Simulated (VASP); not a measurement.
# MgO (P6_3/mmc) in VASP: further runs, part 2 of 2

VASP 6.6.1. Earlier steps stand in the parts before.

## Step 3: Single point, LDA

This run uses another cell than the first one, of the same volume but with other edges.

Contents of INCAR:

```
ALGO     = Normal         # electronic algorithm
EDIFF    = 1E-7           # SCF threshold, eV
ENCUT    = 520            # plane-wave cutoff, eV
ISIF     = 2              # what is computed and relaxed
ISMEAR   = 0              # smearing method
LASPH    = T              # aspherical terms in the spheres
LCHARG   = F              # write CHGCAR
LREAL    = F              # projectors in reciprocal space
LWAVE    = F              # write WAVECAR
NBANDS   = 16             # bands
NELM     = 80             # most SCF steps
PREC     = Accurate       # precision mode
SIGMA    = 0.05           # smearing width, eV
```

Contents of KPOINTS:

```
k-points
0
Gamma
  12 12 6
```

Contents of POSCAR:

```
MgO
1.0
    3.2808071791      0.0000000000      0.0000000000
   -1.6404035896      2.8412623620      0.0000000000
    0.0000000000      0.0000000000      4.7180247818
Mg O
2 2
Direct
    0.6666666667      0.3333333333      0.7500000000
    0.3333333333      0.6666666667      0.2500000000
    0.6666666667      0.3333333333      0.2500000000
    0.3333333333      0.6666666667      0.7500000000
```

Potentials or basis: VASP PAW LDA potentials, release 64 (Mg, O).

Command:

```bash
$ cat potpaw_LDA.64/Mg/POTCAR potpaw_LDA.64/O/POTCAR > POTCAR
$ mpirun -np 1 vasp_std > vasp.out
```

It took 28 s on 1 thread of Intel Xeon Platinum 8259CL at 2.50GHz (Skylake/Cascade Lake), shared host; peak memory 0.17 GiB.

Results (log left out):

```yaml
Free_energy: -26.0570 eV
Pressure: 1.7 GPa
Band_gap_on_the_k_mesh: 3.19 eV, direct
```

Stress tensor (GPa, compression positive):
```
 10.12   0.00   0.00
  0.00  10.12   0.00
  0.00   0.00 -15.08
```

Levels at points of the mesh, in eV from the valence-band top:
```csv
k point,band 6,band 7,band 8,band 9,band 10,band 11
"(0.00, 0.00, 0.00)",-1.11,-1.11,0.00,3.19,8.90,10.47
"(0.50, 0.00, 0.00)",-2.12,-1.31,-1.01,7.24,8.39,8.49
"(0.00, 0.00, 0.50)",-1.37,-1.37,-1.37,6.09,6.09,13.25
"(0.50, 0.00, 0.50)",-1.61,-1.13,-1.13,6.98,6.98,11.18
```

 A k mesh can miss the band edges.

## Step 4: Single point, LDA

This run uses another cell than the first one, of the same volume but with other edges.

Contents of INCAR:

```
SYSTEM = MgO
PREC = Accurate ; ENCUT = 520
EDIFF = 1E-6 ; ISMEAR = 0
SIGMA = 0.05 ; LREAL = .FALSE.
LASPH = .TRUE. ; NELM = 60
ALGO = Normal ; ISIF = 2
LWAVE = .FALSE. ; LCHARG = .FALSE.
NBANDS = 16
```

Contents of KPOINTS:

```
regular mesh
0
G
  12 12 6
  0 0 0
```

Contents of POSCAR:

```
MgO
1.0
    3.5846369696      0.0000000000      0.0000000000
   -1.7923184848      3.1043866790      0.0000000000
    0.0000000000      0.0000000000      3.9521304572
Mg O
2 2
Direct
    0.6666666667      0.3333333333      0.7500000000
    0.3333333333      0.6666666667      0.2500000000
    0.6666666667      0.3333333333      0.2500000000
    0.3333333333      0.6666666667      0.7500000000
```

Command:

```bash
$ cat potpaw_LDA.64/Mg/POTCAR potpaw_LDA.64/O/POTCAR > POTCAR
$ mpirun -np 1 vasp_std > vasp.out
```

Run time: 47 s. Hardware: 1 thread of Intel Xeon Platinum 8259CL at 2.50GHz (Skylake/Cascade Lake), shared host; peak memory 0.17 GiB.

The run converged. Its results:

```yaml
Free_energy: -26.3743 eV
Pressure: -3.1 GPa
Band_gap_on_the_k_mesh: 3.43 eV, direct
```

Stress tensor (GPa, compression positive):
```
-8.88  0.00  0.00
 0.00 -8.88  0.00
 0.00  0.00  8.34
```

Levels at points of the mesh, in eV from the valence-band top:
```csv
k point,band 5,band 6,band 7,band 8,band 9,band 10,band 11,band 12
"(0.00, 0.00, 0.00)",-1.77,-0.59,-0.59,0.00,3.43,9.74,11.90,11.90
"(0.50, 0.00, 0.00)",-2.24,-1.59,-1.22,-0.20,6.76,9.17,10.43,12.04
"(0.00, 0.00, 0.50)",-1.20,-1.20,-1.20,-1.20,6.52,6.52,12.25,12.25
"(0.50, 0.00, 0.50)",-1.45,-1.45,-0.66,-0.66,7.32,7.32,11.96,11.96
```

 A k mesh can miss the band edges.

## Step 5: Single point, LDA

This run uses another cell than the first one, of the same volume but with other edges.

Contents of INCAR:

```
SYSTEM = MgO
  PREC = Accurate
  ENCUT = 520
  EDIFF = 1E-6
  ISMEAR = 0
  SIGMA = 0.05
  LREAL = .False.
  LASPH = .True.
  NELM = 100
  ALGO = Normal
  ISIF = 2
  LWAVE = .False.
  LCHARG = .True.
  LELF = .True.
  LVHAR = .True.
  NBANDS = 16
```

Contents of KPOINTS:

```
regular mesh
0
Gamma
  12 12 6
  0 0 0
```

Contents of POSCAR:

```
MgO
1.0
    3.3773564079      0.0000000000      0.0000000000
   -1.6886782040      2.9248764469      0.0000000000
    0.0000000000      0.0000000000      4.4521300693
Mg O
2 2
Direct
    0.6666666667      0.3333333333      0.7500000000
    0.3333333333      0.6666666667      0.2500000000
    0.6666666667      0.3333333333      0.2500000000
    0.3333333333      0.6666666667      0.7500000000
```

Command:

```bash
$ cat potpaw_LDA.64/Mg/POTCAR potpaw_LDA.64/O/POTCAR > POTCAR
$ mpirun -np 1 vasp_std > vasp.out
```

It took 50 s on 1 thread of Intel Xeon Platinum 8259CL at 2.50GHz (Skylake/Cascade Lake), shared host; peak memory 0.18 GiB.

Results (log left out):

- Free energy: -26.3688 eV
- Pressure: -3.8 GPa
- Band gap on the k mesh: 3.23 eV, direct

Stress tensor (GPa, compression positive):
```
  0.83   0.00   0.00
  0.00   0.83   0.00
  0.00   0.00 -13.18
```

Levels at points of the mesh, in eV from the valence-band top:
| k point | band 4 | band 5 | band 6 | band 7 | band 8 | band 9 | band 10 | band 11 | band 12 | band 13 |
| --- | --- | --- | --- | --- | --- | --- | --- | --- | --- | --- |
| (0.00, 0.00, 0.00) | -1.72 | -1.72 | -1.02 | -1.02 | 0.00 | 3.23 | 8.93 | 11.15 | 12.86 | 12.86 |
| (0.50, 0.00, 0.00) | -2.50 | -2.42 | -2.29 | -1.37 | -0.84 | 6.97 | 8.61 | 8.96 | 11.73 | 12.71 |
| (0.00, 0.00, 0.50) | -2.52 | -1.38 | -1.38 | -1.38 | -1.38 | 6.17 | 6.17 | 13.23 | 13.23 | 13.23 |
| (0.50, 0.00, 0.50) | -4.01 | -1.64 | -1.64 | -1.02 | -1.02 | 7.01 | 7.01 | 11.46 | 11.46 | 13.38 |

 A k mesh can miss the band edges.

## Step 6: Single point, LDA

This run uses another cell than the first one, of the same volume but with other edges.

Contents of INCAR:

```
SYSTEM = MgO
PREC = Accurate
ENCUT = 520
EDIFF = 1E-6
ISMEAR = 0
SIGMA = 0.05
LREAL = .FALSE.
LASPH = .TRUE.
NELM = 60
ALGO = Normal
ISIF = 2
LWAVE = .FALSE.
LCHARG = .FALSE.
GGA = CA
NBANDS = 16
```

Contents of KPOINTS:

```
Automatic mesh
0
G
  12 12 6
  0 0 0
```

Contents of POSCAR:

```
MgO
1.0
    3.5341423990      0.0000000000      0.0000000000
   -1.7670711995      3.0606570981      0.0000000000
    0.0000000000      0.0000000000      4.0658705033
Mg O
2 2
Direct
    0.6666666667      0.3333333333      0.7500000000
    0.3333333333      0.6666666667      0.2500000000
    0.6666666667      0.3333333333      0.2500000000
    0.3333333333      0.6666666667      0.7500000000
```

Potentials or basis: VASP PAW LDA potentials, release 64 (Mg, O).

Command:

```bash
$ cat potpaw_LDA.64/Mg/POTCAR potpaw_LDA.64/O/POTCAR > POTCAR
$ mpirun -np 1 vasp_std > vasp.out
```

OUTCAR:

```text
SYSTEM = MgO
   PREC = Accurate
   ENCUT = 520
   EDIFF = 1E-6
   ISMEAR = 0
   LREAL = .FALSE.
   LASPH = .TRUE.
   NELM = 60
   ISIF = 2
   GGA = CA

 ion  position               nearest neighbor table
   1  0.667  0.333  0.750-   3 2.03   3 2.03   4 2.04   4 2.04   4 2.04   2 2.88   2 2.88   2 2.88
                             2 2.88   2 2.88   2 2.88
   2  0.333  0.667  0.250-   4 2.03   4 2.03   3 2.04   3 2.04   3 2.04   1 2.88   1 2.88   1 2.88
                             1 2.88   1 2.88   1 2.88
   3  0.667  0.333  0.250-   1 2.03   1 2.03   2 2.04   2 2.04   2 2.04
   4  0.333  0.667  0.750-   2 2.03   2 2.03   1 2.04   1 2.04   1 2.04

[... 661 lines left out ...]
  -------------------------------------------------------------------------------------
  Total       -2.0693510     -2.0693510      0.0089261      0.0000000     -0.0000000      0.0000000
  in kB      -75.3863093    -75.3863093      0.3251787      0.0000000     -0.0000000      0.0000000
  external PRESSURE =     -50.1491467 kB  Pullay stress =       0.0000000 kB

 VOLUME and BASIS-vectors are now :
 -----------------------------------------------------------------------------
  energy-cutoff  :      520.00
  volume of cell :       43.98
      direct lattice vectors                 reciprocal lattice vectors
     3.534142399  0.000000000  0.000000000     0.282954077  0.163363612  0.000000000
    -1.767071199  3.060657098  0.000000000     0.000000000  0.326727225  0.000000000
     0.000000000  0.000000000  4.065870503     0.000000000  0.000000000  0.245949791

 POSITION                                       TOTAL-FORCE (eV/Angst)
 -----------------------------------------------------------------------------------
      1.76707      1.02022      3.04940        -0.000000      0.000000      0.000000
     -0.00000      2.04044      1.01647        -0.000000      0.000000      0.000000
      1.76707      1.02022      1.01647        -0.000000      0.000000      0.000000
     -0.00000      2.04044      3.04940         0.000000     -0.000000      0.000000
 -----------------------------------------------------------------------------------
    total drift:                                0.000000     -0.000000      0.000000

  FREE ENERGIE OF THE ION-ELECTRON SYSTEM (eV)
  ---------------------------------------------------
  free  energy   TOTEN  =       -26.4695114305 eV

  energy  without entropy=      -26.4695114305  energy(sigma->0) =      -26.46951143
```

Run time: 44 s. Hardware: 1 thread of Intel Xeon Platinum 8259CL at 2.50GHz (Skylake/Cascade Lake), shared host; peak memory 0.17 GiB.

Results:

- Free energy: -26.4695 eV
- Pressure: -5.0 GPa
- Band gap on the k mesh: 3.38 eV, direct

Stress tensor (GPa, compression positive):
```
-7.54  0.00  0.00
 0.00 -7.54  0.00
 0.00  0.00  0.03
```

## Step 7: Overview

| cell | gap on the mesh (eV) | pressure (GPa) |
| --- | --- | --- |
| a = 3.680, b = 3.680, c = 3.749 Å, angles 90.0, 90.0, 120.0°, 4 atoms | 3.39 | 3.8 |
| a = 3.281, b = 3.281, c = 4.718 Å, angles 90.0, 90.0, 120.0°, 4 atoms | 3.19 | 1.7 |
| a = 3.585, b = 3.585, c = 3.952 Å, angles 90.0, 90.0, 120.0°, 4 atoms | 3.43 | -3.1 |
| a = 3.377, b = 3.377, c = 4.452 Å, angles 90.0, 90.0, 120.0°, 4 atoms | 3.23 | -3.8 |
| a = 3.534, b = 3.534, c = 4.066 Å, angles 90.0, 90.0, 120.0°, 4 atoms | 3.38 | -5.0 |

Alike in all rows: task single point; level LDA; potentials or basis VASP PAW LDA potentials, release 64 (Mg, O); no spin polarisation; k mesh 12 × 12 × 6; cutoff (eV) 520; smearing gaussian 0.05 eV.

Absolute energies hang on the potentials; compare differences alone.
